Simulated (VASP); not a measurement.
# BeS (zincblende type) (F-43m) in VASP: further runs

BeS (zincblende type) is run at these levels: PBE; tasks: electric field gradients.

Program: VASP 6.6.1. These are calculated values, not measurements. Logs are shortened: lines on timing, memory, paths and dates and some standing lists are left out, and cuts for length are marked.

## Step 1: The cell of the first run

The structure is cubic, space group F-43m (No. 216). The conventional cell has a = 4.908 Å, b = 4.908 Å, c = 4.908 Å, α = 90.00°, β = 90.00°, γ = 90.00°. Within 2.8 Å of Be (site symmetry -43m) lie 4 S at 2.13 Å. S (site symmetry -43m) has 4 Be at 2.13 Å within 2.8 Å.

## Step 2: Electric field gradients, PBE (volume scaled by 1.02)

Contents of INCAR:

```
PREC = Accurate
ENCUT = 520
EDIFF = 1E-8
ISMEAR = -1
SIGMA = 0.05
LREAL = F
LASPH = T
NELM = 80
ALGO = Normal
ISIF = 2
LWAVE = F
LCHARG = F
GGA = PE
LEFG = T
NBANDS = 11
```

Contents of KPOINTS:

```
regular mesh
0
Gamma
  12 12 12
```

Contents of POSCAR:

```
BeS
1.0
    0.0000000000      2.4537967627      2.4537967627
    2.4537967627      0.0000000000      2.4537967627
    2.4537967627      2.4537967627      0.0000000000
Be S
1 1
Direct
    0.0000000000      0.0000000000      0.0000000000
    0.2500000000      0.2500000000      0.2500000000
```

Potentials or basis: VASP PAW PBE potentials, release 64 (Be, S).

Launch:

```console
> cat potpaw_PBE.64/Be/POTCAR potpaw_PBE.64/S/POTCAR > POTCAR
> mpirun -np 1 vasp_std > vasp.out
```

OUTCAR:

```text
PREC = Accurate
   ENCUT = 520
   EDIFF = 1E-8
   ISMEAR = -1
   LREAL = F
   LASPH = T
   NELM = 80
   ISIF = 2
   GGA = PE

 ion  position               nearest neighbor table
   1  0.000  0.000  0.000-   2 2.13   2 2.13   2 2.13   2 2.13
   2  0.250  0.250  0.250-   1 2.13   1 2.13   1 2.13   1 2.13

  LATTYP: Found a face centered cubic cell.
 ALAT       =     4.9075935254

  Lattice vectors:

 A1 = (   0.0000000000,   2.4537967627,   2.4537967627)
 A2 = (   2.4537967627,   0.0000000000,   2.4537967627)
 A3 = (   2.4537967627,   2.4537967627,   0.0000000000)

Analysis of symmetry for initial positions (statically):
=====================================================================
 Subroutine PRICEL returns:
 Original cell was already a primitive cell.

 Routine SETGRP: Setting up the symmetry group for a
 face centered cubic supercell.

 Subroutine GETGRP returns: Found 24 space group operations
 (whereof 24 operations were pure point group operations)
 out of a pool of 48 trial point group operations.

The static configuration has the point symmetry T_d .

Analysis of symmetry for dynamics (positions and initial velocities):
=====================================================================
 Subroutine PRICEL returns:
 Original cell was already a primitive cell.

 Routine SETGRP: Setting up the symmetry group for a
 face centered cubic supercell.

 Subroutine GETGRP returns: Found 24 space group operations
 (whereof 24 operations were pure point group operations)
 out of a pool of 48 trial point group operations.

The dynamic configuration has the point symmetry T_d .

 Subroutine INISYM returns: Found 24 space group operations
 (whereof 24 operations are pure point group operations),
 and found     1 'primitive' translations

----------------------------------------------------------------------------------------

                                     Primitive cell

  volume of cell :      29.5492

  direct lattice vectors                    reciprocal lattice vectors
     0.000000000  2.453796763  2.453796763    -0.203765857  0.203765857  0.203765857
     2.453796763  0.000000000  2.453796763     0.203765857 -0.203765857  0.203765857
     2.453796763  2.453796763  0.000000000     0.203765857  0.203765857 -0.203765857

  length of vectors
     3.470192661  3.470192661  3.470192661     0.352932817  0.352932817  0.352932817

  position of ions in fractional coordinates (direct lattice)
     0.000000000  0.000000000  0.000000000
     0.250000000  0.250000000  0.250000000

  ion indices of the primitive-cell ions
   primitive index   ion index
                 1           1
                 2           2

----------------------------------------------------------------------------------------

 KPOINTS: regular mesh

Automatic generation of k-mesh.
 Grid dimensions read from file:
 generate k-points for:   12   12   12

 Generating k-lattice:

  Cartesian coordinates                     Fractional coordinates (reciprocal lattice)
    -0.016980488  0.016980488  0.016980488     0.083333333  0.000000000  0.000000000
     0.016980488 -0.016980488  0.016980488     0.000000000  0.083333333  0.000000000
     0.016980488  0.016980488 -0.016980488     0.000000000  0.000000000  0.083333333

  Length of vectors
     0.029411068  0.029411068  0.029411068

  Shift w.r.t. Gamma in fractional coordinates (k-lattice)
     0.000000000  0.000000000  0.000000000

 Subroutine IBZKPT returns following result:
 ===========================================

 Found     72 irreducible k-points:

 Following reciprocal coordinates:
            Coordinates               Weight
  0.000000  0.000000  0.000000      1.000000
  0.083333  0.000000  0.000000      8.000000
  0.166667  0.000000  0.000000      8.000000
  0.250000  0.000000  0.000000      8.000000
  0.333333  0.000000  0.000000      8.000000
  0.416667  0.000000  0.000000      8.000000
[... 16 lines left out ...]
  0.500000  0.166667  0.000000     24.000000
 -0.416667  0.166667  0.000000     24.000000
 [... further k-points ...]
   k-points           NKPTS =     72   k-points in BZ     NKDIM =     72   number of bands    NBANDS=     11
   number of dos      NEDOS =    301   number of ions     NIONS =      2
   total plane-waves  NPLWV =  21952
   dimension x,y,z NGX =    28 NGY =   28 NGZ =   28
   dimension x,y,z NGXF=    56 NGYF=   56 NGZF=   56
   ions per type =               1   1
   NGX,Y,Z   is equivalent  to a cutoff of  13.41, 13.41, 13.41 a.u.
   NGXF,Y,Z  is equivalent  to a cutoff of  26.83, 26.83, 26.83 a.u.
 SYSTEM =  unknown system
   PREC   = accura    normal or accurate (medium, high low for compatibility)
   ISTART =      0    job   : 0-new  1-cont  2-samecut
   ICHARG =      2    charge: 1-file 2-atom 10-const
   ISPIN  =      1    spin polarized calculation?
   LNONCOLLINEAR =      F non collinear calculations
   LSORBIT =      F    spin-orbit coupling
   LASPH  =      T    aspherical Exc in radial PAW
   ENCUT  =  520.0 eV  38.22 Ry    6.18 a.u.   6.45  6.45  6.45*2*pi/ulx,y,z
   NELM   =     80;   NELMIN=  2; NELMDL= -5     # of ELM steps
   EDIFF  = 0.1E-07   stopping-criterion for ELM
   LREAL  =      F    real-space projection
   EDIFFG = 0.1E-06   stopping-criterion for IOM
   NSW    =      0    number of steps for IOM
   IBRION =     -1    ionic relax: 0-MD 1-quasi-New 2-CG
   NFREE  =      0    steps in history (QN), initial steepest desc. (CG)
   ISIF   =      2    stress and relaxation
   ISYM   =      2    0-nonsym 1-usesym 2-fastsym
   POTIM  = 0.5000    time-step for ionic-motion
   TEBEG  =    0.0;   TEEND  =   0.0 temperature during run
   PSTRESS=    0.0 pullay stress
   NELECT =       8.0000    total number of electrons
   NUPDOWN=      -1.0000    fix difference up-down
   EMIN   =  10.00;   EMAX   =-10.00  energy-range for DOS
   EFERMI =   0.00;   METHOD = LEGACY
   ISMEAR =    -1;   SIGMA  =   0.05  broadening in eV -4-tet -1-fermi 0-gaus
   EFERMI_NEDOS =   21; number of points for ismear=-14 and -15
   IALGO  =     38    algorithm
   IMIX   =      4    mixing-type and parameters
     AMIX     =   0.40;   BMIX     =  1.00
     AMIX_MAG =   1.60;   BMIX_MAG =  1.00
  volume/ion in A,a.u.               =      14.77        99.70
  Fermi-wavevector in a.u.,A,eV,Ry     =   1.059066  2.001344 15.260569  1.121620
  Thomas-Fermi vector in A             =   2.194398
   LORBIT       =      0    0 simple, 1 ext, 2 COOP (PROOUT), +10 PAW based schemes
   GGA     = PE    functional components
[... 5 lines left out ...]
 non-spin polarized calculation
  energy-cutoff  :      520.00
  volume of cell :       29.55
 maximum number of plane-waves:       821
 NGX is ok and might be reduce to    28
   NGX = 13   NGY = 13   NGZ = 13

 number of electron       7.9999999 magnetization

 Free energy of the ion-electron system (eV)
  ---------------------------------------------------
  ext. energy  EPLUGINS =         0.00000000
  ---------------------------------------------------
  free energy    TOTEN  =       -10.01059641 eV

  energy without entropy =      -10.01059641  energy(sigma->0) =      -10.01059641

 E-fermi :   4.8173     XC(G=0):  -9.5849

 val. band max:        3.8147771464   @ k =   0.0000   0.0000   0.0000
 cond. band min:       7.0023167564   @ k =   0.5000   0.5000   0.0000
 fundamental gap:      3.1875396100
 Fermi energy:         4.8173179852

 k-point     1 :       0.0000    0.0000    0.0000
  band No.  band energies     occupation
      1      -9.6448      2.00000
      2       3.8148      2.00000
      3       3.8148      2.00000
      4       3.8148      2.00000
      5       9.4045      0.00000
      6       9.4964      0.00000
      7       9.4964      0.00000
      8       9.4964      0.00000
      9      16.5584      0.00000
     10      16.5584      0.00000
     11      18.4129      0.00000

 k-point     2 :       0.0833    0.0000    0.0000
  band No.  band energies     occupation
      1      -9.5689      2.00000
      2       3.2383      2.00000
      3       3.7258      2.00000
      4       3.7258      2.00000
      5       9.3480      0.00000
      6       9.6598      0.00000
      7       9.6598      0.00000
      8      10.1366      0.00000
      9      16.1813      0.00000
     10      16.1813      0.00000
     11      18.3997      0.00000
[... 295 lines left out ...]
 k-point    24 :      -0.4167    0.1667    0.0000
  band No.  band energies     occupation
      1      -7.9835      2.00000
      2      -1.4042      2.00000
      3       1.5585      2.00000
      4       2.5076      2.00000
      5       9.4109      0.00000
      6      11.0445      0.00000
      7      11.4041      0.00000
      8      14.5452      0.00000
      9      16.4826      0.00000
     10      17.0890      0.00000
     11      20.1179      0.00000

 [... further k-points ...]
[... 5 lines left out ...]
  --------------------------------------------------------------------------------------
  -------------------------------------------------------------------------------------
  Total       -0.3171902     -0.3171902     -0.3171902      0.0000000      0.0000000      0.0000000
  in kB      -17.1982646    -17.1982646    -17.1982646      0.0000000      0.0000000      0.0000000
  external PRESSURE =     -17.1982646 kB  Pullay stress =       0.0000000 kB

 VOLUME and BASIS-vectors are now :
 -----------------------------------------------------------------------------
  energy-cutoff  :      520.00
  volume of cell :       29.55
      direct lattice vectors                 reciprocal lattice vectors
     0.000000000  2.453796763  2.453796763    -0.203765857  0.203765857  0.203765857
     2.453796763  0.000000000  2.453796763     0.203765857 -0.203765857  0.203765857
     2.453796763  2.453796763  0.000000000     0.203765857  0.203765857 -0.203765857

 POSITION                                       TOTAL-FORCE (eV/Angst)
 -----------------------------------------------------------------------------------
      0.00000      0.00000      0.00000        -0.000000     -0.000000     -0.000000
      1.22690      1.22690      1.22690         0.000000      0.000000      0.000000
 -----------------------------------------------------------------------------------
    total drift:                               -0.000000     -0.000000     -0.000000

  FREE ENERGIE OF THE ION-ELECTRON SYSTEM (eV)
  ---------------------------------------------------
  free  energy   TOTEN  =       -10.0105964081 eV

  energy  without entropy=      -10.0105964081  energy(sigma->0) =      -10.01059641

 Electric field gradients (V/A^2)
---------------------------------------------------------------------
 ion       V_xx      V_yy      V_zz      V_xy      V_xz      V_yz
---------------------------------------------------------------------
   1      -0.000    -0.000    -0.000     0.000     0.000     0.000
   2      -0.000    -0.000    -0.000     0.000     0.000     0.000
---------------------------------------------------------------------

 Electric field gradients after diagonalization (V/A^2)
 (convention: |V_zz| > |V_xx| > |V_yy|)
----------------------------------------------------------------------
 ion       V_xx      V_yy      V_zz     asymmetry (V_yy - V_xx)/ V_zz
----------------------------------------------------------------------
   1      -0.000    -0.000     0.000       0.000
   2      -0.000    -0.000     0.001       0.000
----------------------------------------------------------------------

           NMR quadrupolar parameters

 Cq : quadrupolar parameter    Cq=e*Q*V_zz/h
 eta: asymmetry parameters     (V_yy - V_xx)/ V_zz
 Q  : nuclear electric quadrupole moment in mb (millibarn)
----------------------------------------------------------------------
 ion       Cq(MHz)       eta       Q (mb)
----------------------------------------------------------------------
   1       0.000       0.000       1.000
   2       0.000       0.000       1.000
----------------------------------------------------------------------
```

Run time: 20 s. Hardware: 1 thread of Intel Xeon Platinum 8559C (Emerald Rapids), shared host; peak memory 0.16 GiB.

Results:

* Free energy: -10.0106 eV
* Pressure: -1.7 GPa
* Band gap on the k mesh: 3.19 eV, indirect (least direct gap 5.59 eV)

Caveat: without QUAD_EFG the Cq values of the log hold for a quadrupole moment of 1 mb, not for the nuclei. A k mesh can miss the band edges.

[end of part 1 of 2]
